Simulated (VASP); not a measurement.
# Zn3Cu (Cmmm) in VASP: notebook, part 2 of 2

VASP 6.6.1. The steps go on from the part before.

**3. Single point, PBEsol**

INCAR

```
SYSTEM = Zn3Cu
PREC     = Accurate       ! precision mode
ENCUT    = 520            ! plane-wave cutoff, eV
EDIFF    = 1E-7           ! SCF threshold, eV
ISMEAR   = 0              ! smearing method
SIGMA    = 0.1            ! smearing width, eV
LREAL    = .FALSE.        ! projectors in reciprocal space
LASPH    = .TRUE.         ! aspherical terms in the spheres
NELM     = 100            ! most SCF steps
ALGO     = Normal         ! electronic algorithm
ISIF     = 2              ! what is computed and relaxed
LWAVE    = .FALSE.        ! write WAVECAR
LCHARG   = .FALSE.        ! write CHGCAR
GGA      = PS             ! functional
NBANDS   = 32             ! bands
```

KPOINTS

```
Automatic mesh
0
G
  8 8 2
  0 0 0
```

POSCAR

```
Zn3Cu
1.0
    1.5150060000     -2.1665900000      0.0000000000
    1.5150060000      2.1665900000      0.0000000000
    0.0000000000      0.0000000000      8.5410380000
Zn Cu
3 1
Direct
    0.5000000000      0.5000000000      0.7636800000
    0.0000000000      0.0000000000      0.5000000000
    0.5000000000      0.5000000000      0.2363200000
    0.0000000000      0.0000000000      0.0000000000
```

Potentials or basis: VASP PAW PBE potentials, release 64 (Zn, Cu).

The run is started by

```console
$ cat potpaw_PBE.64/Zn/POTCAR potpaw_PBE.64/Cu/POTCAR > POTCAR
$ mpirun -np 1 vasp_std > vasp.out
```

OUTCAR:

```text
SYSTEM = Zn3Cu
   PREC = Accurate
   ENCUT = 520
   EDIFF = 1E-7
   ISMEAR = 0
   LREAL = .FALSE.
   LASPH = .TRUE.
   NELM = 100
   ISIF = 2
   GGA = PS

 ion  position               nearest neighbor table
   1  0.500  0.500  0.764-   4 2.52   4 2.52   2 2.71   2 2.71
   2  0.000  0.000  0.500-   1 2.71   3 2.71   1 2.71   3 2.71
   3  0.500  0.500  0.236-   4 2.52   4 2.52   2 2.71   2 2.71
   4  0.000  0.000  0.000-   1 2.52   3 2.52   1 2.52   3 2.52

  LATTYP: Found a base centered orthorhombic cell.
 ALAT       =     3.0300120000
 B/A-ratio  =     1.4300867455
 C/A-ratio  =     2.8188132588

  Lattice vectors:

 A1 = (   1.5150060000,  -2.1665900000,   0.0000000000)
 A2 = (   1.5150060000,   2.1665900000,   0.0000000000)
 A3 = (   0.0000000000,   0.0000000000,   8.5410380000)

Analysis of symmetry for initial positions (statically):
=====================================================================
 Subroutine PRICEL returns:
 Original cell was already a primitive cell.

 Routine SETGRP: Setting up the symmetry group for a
 base centered orthorhombic supercell.

 Subroutine GETGRP returns: Found  8 space group operations
 (whereof  8 operations were pure point group operations)
 out of a pool of  8 trial point group operations.

The static configuration has the point symmetry D_2h.

Analysis of symmetry for dynamics (positions and initial velocities):
=====================================================================
 Subroutine PRICEL returns:
 Original cell was already a primitive cell.

 Routine SETGRP: Setting up the symmetry group for a
 base centered orthorhombic supercell.

 Subroutine GETGRP returns: Found  8 space group operations
 (whereof  8 operations were pure point group operations)
 out of a pool of  8 trial point group operations.

The dynamic configuration has the point symmetry D_2h.

[... 119 lines left out ...]
   IALGO  =     38    algorithm
   IMIX   =      4    mixing-type and parameters
     AMIX     =   0.40;   BMIX     =  1.00
     AMIX_MAG =   1.60;   BMIX_MAG =  1.00
  volume/ion in A,a.u.               =      14.02        94.60
  Fermi-wavevector in a.u.,A,eV,Ry     =   1.543584  2.916950 32.417933  2.382651
  Thomas-Fermi vector in A             =   2.649226
   LORBIT       =      0    0 simple, 1 ext, 2 COOP (PROOUT), +10 PAW based schemes
   GGA     = PS    functional components
   LHFCALC =     F    Hartree Fock is set to
   AEXX    =    0.0000 exact exchange contribution
   IVDW    =     0    specifies the selected vdW correction
   LEPSILON=     F    determine dielectric tensor
   LRPA    =     F    only Hartree local field effects (RPA)
 non-spin polarized calculation
 Gauss-broadening in eV      SIGMA  =   0.10
  energy-cutoff  :      520.00
  volume of cell :       56.07
 maximum number of plane-waves:      1532
   NGX =  9   NGY =  9   NGZ = 31

 number of electron      47.0000061 magnetization

 Free energy of the ion-electron system (eV)
  ---------------------------------------------------
  ext. energy  EPLUGINS =         0.00000000
  ---------------------------------------------------
  free energy    TOTEN  =        -8.96125070 eV

  energy without entropy =       -8.95780889  energy(sigma->0) =       -8.95952979

 E-fermi :   4.2629     XC(G=0): -12.0991

 val. band max:        4.2530381890   @ k =  -0.3750   0.3750   0.5000
 cond. band min:       4.3739660991   @ k =   0.2500   0.0000   0.0000
 fundamental gap:      0.1209279101
 Fermi energy:         4.2628941886

 k-point     1 :       0.0000    0.0000    0.0000
  band No.  band energies     occupation
      1      -6.4036      2.00000
      2      -4.8491      2.00000
      3      -4.5770      2.00000
      4      -3.9925      2.00000
      5      -3.9011      2.00000
      6      -3.8697      2.00000
[... 829 lines left out ...]
     31      16.6088      0.00000
     32      17.1835      0.00000

 [... further k-points ...]

------------------------ aborting loop because EDIFF is reached ----------------------------------------

  FORCE on cell =-STRESS in cart. coord.  units (eV):
  Direction    XX          YY          ZZ          XY          YZ          ZX
  --------------------------------------------------------------------------------------
  -------------------------------------------------------------------------------------
  Total       -1.8456011     -1.7030321     -2.2892477      0.0000000      0.0000000      0.0000000
  in kB      -52.7371531    -48.6633127    -65.4141408      0.0000000      0.0000000      0.0000000
  external PRESSURE =     -55.6048689 kB  Pullay stress =       0.0000000 kB

 VOLUME and BASIS-vectors are now :
 -----------------------------------------------------------------------------
  energy-cutoff  :      520.00
  volume of cell :       56.07
      direct lattice vectors                 reciprocal lattice vectors
     1.515006000 -2.166590000  0.000000000     0.330031696 -0.230777397  0.000000000
     1.515006000  2.166590000  0.000000000     0.330031696  0.230777397  0.000000000
     0.000000000  0.000000000  8.541038000     0.000000000  0.000000000  0.117081788

 POSITION                                       TOTAL-FORCE (eV/Angst)
 -----------------------------------------------------------------------------------
      1.51501      0.00000      6.52262         0.000000      0.000000     -0.041417
      0.00000      0.00000      4.27052        -0.000000     -0.000000      0.000000
      1.51501      0.00000      2.01842        -0.000000      0.000000      0.041417
      0.00000      0.00000      0.00000        -0.000000      0.000000      0.000000
 -----------------------------------------------------------------------------------
    total drift:                               -0.000000      0.000000      0.000000

  FREE ENERGIE OF THE ION-ELECTRON SYSTEM (eV)
  ---------------------------------------------------
  free  energy   TOTEN  =        -8.9612506954 eV

  energy  without entropy=       -8.9578088909  energy(sigma->0) =       -8.95952979
```

OSZICAR:

```text
N       E                     dE             d eps       ncg     rms          rms(c)
DAV:   1     0.302963123157E+03    0.30296E+03   -0.21986E+04  2768   0.237E+03
DAV:   2     0.127186818303E+02   -0.29024E+03   -0.27606E+03  2688   0.406E+02
DAV:   3    -0.101523150819E+02   -0.22871E+02   -0.22411E+02  3096   0.131E+02
DAV:   4    -0.104739942476E+02   -0.32168E+00   -0.32147E+00  2976   0.164E+01
DAV:   5    -0.104782099437E+02   -0.42157E-02   -0.42150E-02  3104   0.201E+00    0.106E+01
DAV:   6    -0.101821980473E+02    0.29601E+00   -0.17230E+01  3616   0.758E+01    0.705E+00
DAV:   7    -0.896517722566E+01    0.12170E+01   -0.39242E+00  3256   0.721E+01    0.334E+00
DAV:   8    -0.897692520682E+01   -0.11748E-01   -0.42662E-01  3368   0.825E+00    0.184E+00
DAV:   9    -0.896204241530E+01    0.14883E-01   -0.65274E-02  3168   0.708E+00    0.283E-01
DAV:  10    -0.896120634950E+01    0.83607E-03   -0.63868E-03  3504   0.280E+00    0.881E-02
DAV:  11    -0.896121587007E+01   -0.95206E-05   -0.17638E-03  3728   0.809E-01    0.318E-02
DAV:  12    -0.896124879424E+01   -0.32924E-04   -0.60588E-04  3312   0.638E-01    0.269E-02
DAV:  13    -0.896124984734E+01   -0.10531E-05   -0.91236E-05  3160   0.277E-01    0.884E-03
DAV:  14    -0.896125053836E+01   -0.69102E-06   -0.24727E-05  3200   0.105E-01    0.499E-03
DAV:  15    -0.896125076016E+01   -0.22180E-06   -0.49556E-06  3056   0.299E-02    0.152E-03
DAV:  16    -0.896125069542E+01    0.64746E-07   -0.42358E-07  2536   0.138E-02
   1 F= -.89612507E+01 E0= -.89595298E+01  d E =-.344180E-02
```

stdout:

```text
POSCAR found type information on POSCAR ZnCu
 POSCAR found :  2 types and       4 ions
 scaLAPACK will be used
 -----------------------------------------------------------------------------
|                                                                             |
|                                                                             |
|     You enforced a specific xc type in the INCAR file but a different       |
|     I HOPE YOU KNOW WHAT YOU ARE DOING!                                     |
|                                                                             |
 -----------------------------------------------------------------------------

 LDA part: xc-table for (Slater+PW92), standard interpolation
 POSCAR, INCAR and KPOINTS ok, starting setup
 FFT: planning ... GRIDC
 FFT: planning ... GRID_SOFT
 FFT: planning ... GRID
 WAVECAR not read
 entering main loop
```

Wall time 30 s (1 thread of Intel Xeon 6975P-C (Granite Rapids), shared host); peak memory 0.2 GiB.

Results:

* Free energy: -8.9613 eV
* Pressure: -5.6 GPa
* Largest force: 0.041 eV/Å

Forces in eV/Å, atoms in the order of the input:
```
Zn   0.000  0.000 -0.041
Zn   0.000  0.000  0.000
Zn   0.000  0.000  0.041
Cu   0.000  0.000  0.000
```

Levels at points of the mesh, in eV from the Fermi level:
| k point | band 21 | band 22 | band 23 | band 24 | band 25 | band 26 | band 27 | band 28 |
| --- | --- | --- | --- | --- | --- | --- | --- | --- |
| (0.00, 0.00, 0.00) | -2.87 | -2.77 | -2.68 | -2.43 | 0.22 | 9.23 | 9.86 | 12.56 |
| (0.50, 0.00, 0.00) | -2.75 | -2.54 | -2.23 | -2.10 | -0.13 | 0.47 | 4.89 | 5.09 |
| (0.50, 0.50, 0.00) | -2.15 | -0.39 | 0.31 | 0.36 | 0.66 | 2.04 | 4.89 | 4.94 |
| (0.00, 0.00, 0.50) | -3.51 | -2.87 | -2.77 | -2.68 | 3.22 | 4.55 | 13.10 | 13.53 |
| (0.50, 0.00, 0.50) | -2.86 | -2.81 | -2.50 | -1.53 | 1.02 | 1.40 | 1.97 | 2.79 |
| (0.50, 0.50, 0.50) | -1.73 | -1.70 | -0.50 | 0.71 | 2.49 | 3.03 | 3.37 | 3.65 |

Caveat: the k points lie up to 0.37 Å⁻¹ apart; the PAW data sets were made with another functional, which shifts forces and pressure a little.

**4. Single point, PBEsol**

INCAR

```
ALGO = Fast
EDIFF = 1E-6
ENCUT = 520
GGA = PS
ISIF = 2
ISMEAR = 0
LASPH = True
LCHARG = True
LELF = True
LREAL = False
LVHAR = True
LWAVE = False
NBANDS = 32
NELM = 80
PREC = Accurate
SIGMA = 0.1
```

KPOINTS

```
k-points
0
Gamma
  16 16 6
```

POSCAR is that of step 3.

The run is started by

```console
$ cat potpaw_PBE.64/Zn/POTCAR potpaw_PBE.64/Cu/POTCAR > POTCAR
$ mpirun -np 1 vasp_std > vasp.out
```

Wall time 15 min (1 thread of Oxide Virtual Turin-like, shared host); peak memory 0.47 GiB.

The run converged. Its results:

```
Free energy : -9.0085 eV
Pressure    : -5.7 GPa
```

Stress tensor (GPa, compression positive):
```
-5.20  0.00  0.00
 0.00 -5.84  0.00
 0.00  0.00 -6.07
```

Levels at points of the mesh, in eV from the Fermi level:
```
           k point  band 20  band 21  band 22  band 23  band 24  band 25  band 26  band 27  band 28  band 29
(0.00, 0.00, 0.00)    -3.57    -2.77    -2.67    -2.57    -2.33     0.32     9.33     9.96    12.65    13.85
(0.50, 0.00, 0.00)    -2.71    -2.64    -2.44    -2.14    -2.00    -0.03     0.56     4.99     5.18     5.55
(0.50, 0.50, 0.00)    -2.60    -2.05    -0.30     0.41     0.45     0.76     2.14     4.99     5.03     5.30
(0.00, 0.00, 0.50)    -3.57    -3.41    -2.77    -2.67    -2.57     3.31     4.65    13.19    13.63    14.28
(0.50, 0.00, 0.50)    -3.22    -2.76    -2.71    -2.41    -1.43     1.11     1.49     2.07     2.88     9.12
(0.50, 0.50, 0.50)    -2.05    -1.62    -1.61    -0.41     0.81     2.59     3.13     3.47     3.75     5.61
```

Caveat: the PAW data sets were made with another functional, which shifts forces and pressure a little.
